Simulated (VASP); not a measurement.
# GaN (I-4m2) in VASP: single point with HSE06

Aim: the single point of GaN with HSE06.

All numbers are computed with VASP 6.6.1; they aren't measurements. Logs are shortened: lines on timing, memory, paths and dates and some standing lists are left out, and cuts for length are marked.

## (1) The cell of the first run

It takes space group I-4m2 (No. 119, tetragonal). The conventional cell has a = 3.116 Å, b = 3.116 Å, c = 4.594 Å, α = 90.00°, β = 90.00°, γ = 90.00°. Within 2.6 Å of Ga (site symmetry -4m2) lie 4 N at 1.94 Å. Within 2.6 Å of N (site symmetry -4m2) lie 4 Ga at 1.94 Å.

## (2) Single point, HSE06 (epitaxial xy strain -2.0%)

The input, POSCAR:

```
GaN
1.0
    0.0000000000      2.2030739097      2.2968536680
    2.2030739097      0.0000000000      2.2968536680
    2.2030739097      2.2030739097      0.0000000000
Ga N
1 1
Direct
    0.0000000000      0.0000000000      0.0000000000
    0.2500000000      0.2500000000      0.2500000000
```

The input, INCAR.step1:

```
SYSTEM = GaN
PREC = Accurate
ENCUT = 520
EDIFF = 1E-5
ISMEAR = 0
SIGMA = 0.01
LREAL = .False.
LASPH = .True.
NELM = 60
ALGO = Normal
ISIF = 2
LWAVE = .True.
LCHARG = .False.
NBANDS = 16
GGA = PE
```

The input, INCAR.step2:

```
SYSTEM = GaN
PREC = Accurate
ENCUT = 520
EDIFF = 1E-7
ISMEAR = 0
SIGMA = 0.01
LREAL = .False.
LASPH = .True.
NELM = 60
ALGO = Normal
ISIF = 2
LWAVE = .False.
LCHARG = .False.
GGA = PE
LHFCALC = .True.
HFSCREEN = 0.2079
PRECFOCK = Normal
NBANDS = 16
ISTART = 1
```

The input, KPOINTS:

```
regular mesh
0
Gamma
  6 6 6
  0 0 0
```

Potentials or basis: VASP PAW PBE potentials, release 64 (Ga_d, N).

Command:

```bash
$ cat potpaw_PBE.64/Ga_d/POTCAR potpaw_PBE.64/N/POTCAR > POTCAR
$ cp INCAR.step1 INCAR
$ mpirun -np 1 vasp_std > vasp.out
$ cp INCAR.step2 INCAR
$ mpirun -np 1 vasp_std > vasp.out
```

OUTCAR:

```text
SYSTEM = GaN
   PREC = Accurate
   ENCUT = 520
   EDIFF = 1E-7
   ISMEAR = 0
   LREAL = .False.
   LASPH = .True.
   NELM = 60
   ISIF = 2
   GGA = PE
   LHFCALC = .True.
   HFSCREEN = 0.2079
   PRECFOCK = Normal
   ISTART = 1

 ion  position               nearest neighbor table
   1  0.000  0.000  0.000-   2 1.94   2 1.94   2 1.94   2 1.94
   2  0.250  0.250  0.250-   1 1.94   1 1.94   1 1.94   1 1.94

  LATTYP: Found a body centered tetragonal cell.
 ALAT       =     3.1156170020
 C/A-ratio  =     1.4744133612

  Lattice vectors:

 A1 = (  -2.2030739097,   0.0000000000,   2.2968536680)
 A2 = (   2.2030739097,   0.0000000000,   2.2968536680)
 A3 = (   0.0000000000,   2.2030739097,  -2.2968536680)

Analysis of symmetry for initial positions (statically):
=====================================================================
 Subroutine PRICEL returns:
 Original cell was already a primitive cell.

 Routine SETGRP: Setting up the symmetry group for a
 body centered tetragonal supercell.

 Subroutine GETGRP returns: Found  8 space group operations
 (whereof  8 operations were pure point group operations)
 out of a pool of 16 trial point group operations.

The static configuration has the point symmetry D_2d.

Analysis of symmetry for dynamics (positions and initial velocities):
=====================================================================
 Subroutine PRICEL returns:
 Original cell was already a primitive cell.

 Routine SETGRP: Setting up the symmetry group for a
 body centered tetragonal supercell.

 Subroutine GETGRP returns: Found  8 space group operations
 (whereof  8 operations were pure point group operations)
 out of a pool of 16 trial point group operations.

The dynamic configuration has the point symmetry D_2d.

 Subroutine INISYM returns: Found  8 space group operations
 (whereof  8 operations are pure point group operations),
 and found     1 'primitive' translations

----------------------------------------------------------------------------------------

                                     Primitive cell

  volume of cell :      22.2957

  direct lattice vectors                    reciprocal lattice vectors
     0.000000000  2.203073910  2.296853668    -0.226955618  0.226955618  0.217689097
     2.203073910  0.000000000  2.296853668     0.226955618 -0.226955618  0.217689097
     2.203073910  2.203073910  0.000000000     0.226955618  0.226955618 -0.217689097

  length of vectors
     3.182620214  3.182620214  3.115617002     0.387822443  0.387822443  0.387822443

  position of ions in fractional coordinates (direct lattice)
     0.000000000  0.000000000  0.000000000
     0.250000000  0.250000000  0.250000000

  ion indices of the primitive-cell ions
   primitive index   ion index
                 1           1
                 2           2

----------------------------------------------------------------------------------------

 KPOINTS: regular mesh

Automatic generation of k-mesh.
 Grid dimensions read from file:
 generate k-points for:    6    6    6

 Generating k-lattice:

  Cartesian coordinates                     Fractional coordinates (reciprocal lattice)
    -0.037825936  0.037825936  0.036281516     0.166666667  0.000000000  0.000000000
     0.037825936 -0.037825936  0.036281516     0.000000000  0.166666667  0.000000000
     0.037825936  0.037825936 -0.036281516    -0.000000000 -0.000000000  0.166666667

  Length of vectors
     0.064637074  0.064637074  0.064637074

  Shift w.r.t. Gamma in fractional coordinates (k-lattice)
     0.000000000  0.000000000  0.000000000

 Subroutine IBZKPT returns following result:
 ===========================================

 Found     30 irreducible k-points:

 Following reciprocal coordinates:
            Coordinates               Weight
  0.000000  0.000000  0.000000      1.000000
  0.166667  0.000000  0.000000      8.000000
  0.333333  0.000000  0.000000      8.000000
  0.500000 -0.000000  0.000000      4.000000
  0.166667  0.166667  0.000000      2.000000
  0.333333  0.166667  0.000000      8.000000
[... 16 lines left out ...]
  0.333333  0.000000  0.333333      4.000000
  0.500000  0.000000  0.333333     16.000000
 [... further k-points ...]
   k-points           NKPTS =     30   k-points in BZ     NKDIM =    216   number of bands    NBANDS=     16
   number of dos      NEDOS =    301   number of ions     NIONS =      2
   total plane-waves  NPLWV =  13824
   dimension x,y,z NGX =    24 NGY =   24 NGZ =   24
   dimension x,y,z NGXF=    48 NGYF=   48 NGZF=   48
   ions per type =               1   1
   NGX,Y,Z   is equivalent  to a cutoff of  12.54, 12.54, 12.81 a.u.
   NGXF,Y,Z  is equivalent  to a cutoff of  25.07, 25.07, 25.61 a.u.
 SYSTEM =  GaN
   PREC   = accura    normal or accurate (medium, high low for compatibility)
   ISTART =      1    job   : 0-new  1-cont  2-samecut
   ICHARG =      0    charge: 1-file 2-atom 10-const
   ISPIN  =      1    spin polarized calculation?
   LNONCOLLINEAR =      F non collinear calculations
   LSORBIT =      F    spin-orbit coupling
   LASPH  =      T    aspherical Exc in radial PAW
   ENCUT  =  520.0 eV  38.22 Ry    6.18 a.u.   5.92  5.92  5.79*2*pi/ulx,y,z
   NELM   =     60;   NELMIN=  2; NELMDL=  0     # of ELM steps
   EDIFF  = 0.1E-06   stopping-criterion for ELM
   LREAL  =      F    real-space projection
   EDIFFG = 0.1E-05   stopping-criterion for IOM
   NSW    =      0    number of steps for IOM
   IBRION =     -1    ionic relax: 0-MD 1-quasi-New 2-CG
   NFREE  =      0    steps in history (QN), initial steepest desc. (CG)
   ISIF   =      2    stress and relaxation
   ISYM   =      3    0-nonsym 1-usesym 2-fastsym
   POTIM  = 0.5000    time-step for ionic-motion
   TEBEG  =    0.0;   TEEND  =   0.0 temperature during run
   PSTRESS=    0.0 pullay stress
   NELECT =      18.0000    total number of electrons
   NUPDOWN=      -1.0000    fix difference up-down
   EMIN   =  10.00;   EMAX   =-10.00  energy-range for DOS
   EFERMI =   0.00;   METHOD = LEGACY
   ISMEAR =     0;   SIGMA  =   0.01  broadening in eV -4-tet -1-fermi 0-gaus
   EFERMI_NEDOS =   21; number of points for ismear=-14 and -15
   IALGO  =     38    algorithm
   IMIX   =      1    mixing-type and parameters
     AMIX     =   0.40;   BMIX     =  1.00
     AMIX_MAG =   1.60;   BMIX_MAG =  1.00
  volume/ion in A,a.u.               =      11.15        75.23
  Fermi-wavevector in a.u.,A,eV,Ry     =   1.524375  2.880651 31.616123  2.323719
  Thomas-Fermi vector in A             =   2.632691
   LORBIT       =      0    0 simple, 1 ext, 2 COOP (PROOUT), +10 PAW based schemes
   GGA     = PE    functional components
   LHFCALC =     T    Hartree Fock is set to
   PRECFOCK=normal    Normal, Fast or Accurate (Low or Medium for compatibility)
   ENCUT4O =  -1.0   cutoff for four orbital integrals eV
   NKREDX  =     1    reduce k-point grid by
   NKREDY  =     1    reduce k-point grid by
   NKREDZ  =     1    reduce k-point grid by
   AEXX    =    0.2500 exact exchange contribution
   HFSCREEN=    0.2079 screening length (either q_TF or 0.3 A-1)
   HFSCREENC=   0.2079 screening length for correlation (either q_TF or 0.3 A-1)
   ENCUTFOCK=  -1.0 apply spherical cutoff to Coloumb kernel
   IVDW    =     0    specifies the selected vdW correction
   LEPSILON=     F    determine dielectric tensor
   LRPA    =     F    only Hartree local field effects (RPA)
 non-spin polarized calculation
 Gauss-broadening in eV      SIGMA  =   0.01
  energy-cutoff  :      520.00
  volume of cell :       22.30
 maximum number of plane-waves:       612
  NGX = 18; NGY = 18; NGZ = 18

 number of electron      18.0000013 magnetization

 Free energy of the ion-electron system (eV)
  ---------------------------------------------------
  ext. energy  EPLUGINS =         0.00000000
  ---------------------------------------------------
  free energy    TOTEN  =       -14.72125655 eV

  energy without entropy =      -14.72125655  energy(sigma->0) =      -14.72125655

 E-fermi :   4.9079     XC(G=0):  -9.6727

 val. band max:        4.8069069937   @ k =   0.0000   0.0000   0.0000
 cond. band min:       7.9030175714   @ k =   0.0000   0.0000   0.0000
 fundamental gap:      3.0961105778
 Fermi energy:         4.9079186324

 k-point     1 :       0.0000    0.0000    0.0000
  band No.  band energies     occupation
      1     -12.9297      2.00000
      2     -10.8732      2.00000
      3     -10.8279      2.00000
      4     -10.8279      2.00000
      5     -10.5028      2.00000
      6     -10.5022      2.00000
[... 8 lines left out ...]
     15      24.5167      0.00000
     16      25.5664      0.00000

 k-point     2 :       0.1667    0.0000    0.0000
  band No.  band energies     occupation
      1     -12.6571      2.00000
      2     -10.8252      2.00000
      3     -10.7936      2.00000
      4     -10.6601      2.00000
      5     -10.5071      2.00000
      6     -10.4992      2.00000
[... 8 lines left out ...]
     15      23.7631      0.00000
     16      23.7635      0.00000

 k-point     3 :       0.3333    0.0000    0.0000
  band No.  band energies     occupation
      1     -12.2926      2.00000
      2     -10.7767      2.00000
      3     -10.7451      2.00000
      4     -10.4947      2.00000
      5     -10.4753      2.00000
      6      -9.7787      2.00000
[... 8 lines left out ...]
     15      24.3692      0.00000
     16      24.4678      0.00000

 k-point     4 :       0.5000   -0.0000    0.0000
  band No.  band energies     occupation
      1     -12.2090      2.00000
      2     -10.7665      2.00000
      3     -10.7345      2.00000
      4     -10.4740      2.00000
      5     -10.4460      2.00000
      6      -8.8694      2.00000
[... 8 lines left out ...]
     15      26.6320      0.00000
     16      26.8533      0.00000

 k-point     5 :       0.1667    0.1667    0.0000
  band No.  band energies     occupation
      1     -12.5881      2.00000
      2     -10.7594      2.00000
      3     -10.7594      2.00000
      4     -10.6885      2.00000
      5     -10.5190      2.00000
      6     -10.4864      2.00000
[... 8 lines left out ...]
     15      27.7058      0.00000
     16      27.7193      0.00000

 k-point     6 :       0.3333    0.1667    0.0000
  band No.  band energies     occupation
      1     -12.2861      2.00000
      2     -10.7429      2.00000
      3     -10.6984      2.00000
      4     -10.5671      2.00000
      5     -10.4722      2.00000
      6      -9.9608      2.00000
[... 8 lines left out ...]
     15      26.2097      0.00000
     16      26.9433      0.00000
[... 267 lines left out ...]
 k-point    21 :      -0.1667    0.3333    0.1667
  band No.  band energies     occupation
      1     -12.1454      2.00000
      2     -10.7081      2.00000
      3     -10.6715      2.00000
      4     -10.5762      2.00000
      5     -10.4628      2.00000
      6      -8.9411      2.00000
[... 8 lines left out ...]
     15      27.1745      0.00000
     16      29.0251      0.00000

 k-point    22 :      -0.3333    0.5000    0.1667
  band No.  band energies     occupation
      1     -12.0929      2.00000
      2     -10.6765      2.00000
      3     -10.6370      2.00000
      4     -10.5201      2.00000
      5     -10.4772      2.00000
      6      -8.1965      2.00000
[... 8 lines left out ...]
     15      27.5143      0.00000
     16      30.5227      0.00000

 k-point    23 :       0.3333    0.0000    0.3333
  band No.  band energies     occupation
      1     -12.1613      2.00000
      2     -10.6900      2.00000
      3     -10.6338      2.00000
      4     -10.6158      2.00000
      5     -10.4420      2.00000
      6      -9.3879      2.00000
[... 8 lines left out ...]
     15      28.2492      0.00000
     16      30.2906      0.00000

 k-point    24 :       0.5000    0.0000    0.3333
  band No.  band energies     occupation
      1     -12.1074      2.00000
      2     -10.7111      2.00000
      3     -10.5981      2.00000
      4     -10.5793      2.00000
      5     -10.4378      2.00000
      6      -8.4490      2.00000
[... 8 lines left out ...]
     15      29.0053      0.00000
     16      29.5739      0.00000

 [... further k-points ...]

------------------------ aborting loop because EDIFF is reached ----------------------------------------

  FORCE on cell =-STRESS in cart. coord.  units (eV):
  Direction    XX          YY          ZZ          XY          YZ          ZX
  --------------------------------------------------------------------------------------
  -------------------------------------------------------------------------------------
  Total        0.8234198      0.8234198     -0.0300239      0.0000000      0.0000000      0.0000000
  in kB       59.1712076     59.1712076     -2.1575279      0.0000000      0.0000000      0.0000000
  external PRESSURE =      38.7282957 kB  Pullay stress =       0.0000000 kB

 VOLUME and BASIS-vectors are now :
 -----------------------------------------------------------------------------
  energy-cutoff  :      520.00
  volume of cell :       22.30
      direct lattice vectors                 reciprocal lattice vectors
     0.000000000  2.203073910  2.296853668    -0.226955618  0.226955618  0.217689097
     2.203073910  0.000000000  2.296853668     0.226955618 -0.226955618  0.217689097
     2.203073910  2.203073910  0.000000000     0.226955618  0.226955618 -0.217689097

 POSITION                                       TOTAL-FORCE (eV/Angst)
 -----------------------------------------------------------------------------------
      0.00000      0.00000      0.00000         0.000000      0.000000     -0.000000
      1.10154      1.10154      1.14843        -0.000000     -0.000000      0.000000
 -----------------------------------------------------------------------------------
    total drift:                                0.000001      0.000000      0.000001

  FREE ENERGIE OF THE ION-ELECTRON SYSTEM (eV)
  ---------------------------------------------------
  free  energy   TOTEN  =       -14.7212565519 eV

  energy  without entropy=      -14.7212565519  energy(sigma->0) =      -14.72125655
```

Wall time 53 min (1 thread of Intel Xeon Platinum 8259CL at 2.50GHz (Skylake/Cascade Lake), shared host); peak memory 0.26 GiB.

Results:

| Quantity | Value |
| --- | --- |
| Free energy | -14.7213 eV |
| Pressure | 3.9 GPa |
| Band gap on the k mesh | 3.10 eV |

Stress tensor (GPa, compression positive):
```
 5.92  0.00  0.00
 0.00  5.92  0.00
 0.00  0.00 -0.22
```

Levels at points of the mesh, in eV from the valence-band top:
| k point | band 7 | band 8 | band 9 | band 10 | band 11 | band 12 |
| --- | --- | --- | --- | --- | --- | --- |
| (0.00, 0.00, 0.00) | -0.21 | 0.00 | 0.00 | 3.10 | 12.00 | 12.00 |
| (0.50, 0.00, 0.00) | -7.79 | -1.32 | -0.97 | 6.16 | 10.51 | 11.72 |
| (0.50, 0.50, 0.00) | -7.07 | -2.84 | -2.84 | 4.61 | 8.73 | 13.30 |
| (0.50, 0.00, 0.50) | -6.58 | -3.19 | -3.16 | 4.31 | 8.01 | 13.94 |

Caveat: the cell differs from its parent crystal (epitaxial xy strain -2.0%); the stress differs along the axes, from -0 to 6 GPa; the structure was generated, so it needn't be the stable form of GaN; the PAW data sets were made with another functional, which shifts forces and pressure a little.
